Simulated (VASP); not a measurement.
Wanted: the native input for a VASP 6.6.1 run.

```
Task                    : density of states
Functional              : PBE
Potentials or basis     : VASP PAW PBE potentials, release 64 (Nb_sv)
Cutoff                  : 520 eV
k mesh                  : 18 × 18 × 18
Occupations             : gaussian, width 0.05 eV
Spin                    : non-collinear spin, zero start, spin-orbit coupling
Starting moments        : [[0.0, 0.0, 0.0]] μB
Dipole correction       : no
k mesh for the DOS      : 27 × 27 × 27
Occupations for the DOS : tetrahedron
Further INCAR settings  : ALGO = Normal; EDIFF = 1e-06; NBANDS = 24
```

The system is Nb.

```xyz
1
Lattice="0.0000 2.1092 2.1092 2.1092 0.0000 2.1092 2.1092 2.1092 0.0000" Properties=species:S:1:pos:R:3 pbc="T T T"
Nb    0.0000    0.0000    0.0000
```

The input as run:

POSCAR

```
Nb
1.0
    0.0000000000      2.1092213104      2.1092213104
    2.1092213104      0.0000000000      2.1092213104
    2.1092213104      2.1092213104      0.0000000000
Nb
1
Direct
    0.0000000000      0.0000000000      0.0000000000
```

INCAR.step1

```
SYSTEM = Nb
ALGO     = Normal         ! electronic algorithm
EDIFF    = 1E-6           ! SCF threshold, eV
ENCUT    = 520            ! plane-wave cutoff, eV
GGA      = PE             ! functional
GGA_COMPAT= .False.      
ISIF     = 2              ! what is computed and relaxed
ISMEAR   = 0              ! smearing method
LASPH    = .True.         ! aspherical terms in the spheres
LCHARG   = .True.         ! write CHGCAR
LMAXMIX  = 4              ! l up to which the mixer works
LORBMOM  = .True.       
LREAL    = .False.        ! projectors in reciprocal space
LSORBIT  = .True.         ! spin-orbit coupling
LWAVE    = .False.        ! write WAVECAR
MAGMOM   = 0 0 0          ! initial moments
NBANDS   = 24             ! bands
NELM     = 150            ! most SCF steps
PREC     = Accurate       ! precision mode
SIGMA    = 0.05           ! smearing width, eV
```

KPOINTS.step1

```
k-points
0
Gamma
  18 18 18
  0 0 0
```

INCAR.step2

```
SYSTEM = Nb
ALGO     = Normal         ! electronic algorithm
EDIFF    = 1E-6           ! SCF threshold, eV
ENCUT    = 520            ! plane-wave cutoff, eV
GGA      = PE             ! functional
GGA_COMPAT= .False.      
ICHARG   = 11             ! starting density
ISIF     = 2              ! what is computed and relaxed
ISMEAR   = -5             ! smearing method
LASPH    = .True.         ! aspherical terms in the spheres
LCHARG   = .False.        ! write CHGCAR
LMAXMIX  = 4              ! l up to which the mixer works
LORBIT   = 11             ! projections on sites
LORBMOM  = .True.       
LREAL    = .False.        ! projectors in reciprocal space
LSORBIT  = .True.         ! spin-orbit coupling
LWAVE    = .False.        ! write WAVECAR
MAGMOM   = 0 0 0          ! initial moments
NBANDS   = 24             ! bands
NEDOS    = 2001           ! points of the DOS
NELM     = 150            ! most SCF steps
PREC     = Accurate       ! precision mode
SIGMA    = 0.05           ! smearing width, eV
```

KPOINTS.step2

```
k-points
0
Gamma
  27 27 27
  0 0 0
```

Potentials or basis: VASP PAW PBE potentials, release 64 (Nb_sv).

The run is started by

```sh
$ cat potpaw_PBE.64/Nb_sv/POTCAR > POTCAR
$ cp INCAR.step1 INCAR
$ cp KPOINTS.step1 KPOINTS
$ mpirun -np 1 vasp_ncl > vasp.out
$ cp INCAR.step2 INCAR
$ cp KPOINTS.step2 KPOINTS
$ mpirun -np 1 vasp_ncl > vasp.out
```

It gave:

```yaml
Net_moment: 0.00 μB per cell
Valence_electrons_inside_the_program's_atomic_spheres: Nb 10.64
```

Wall time 3.5 min on 1 thread of Intel(R) Xeon(R) Platinum 8488C (Sapphire Rapids) (shared host), peak memory 0.45 GiB.
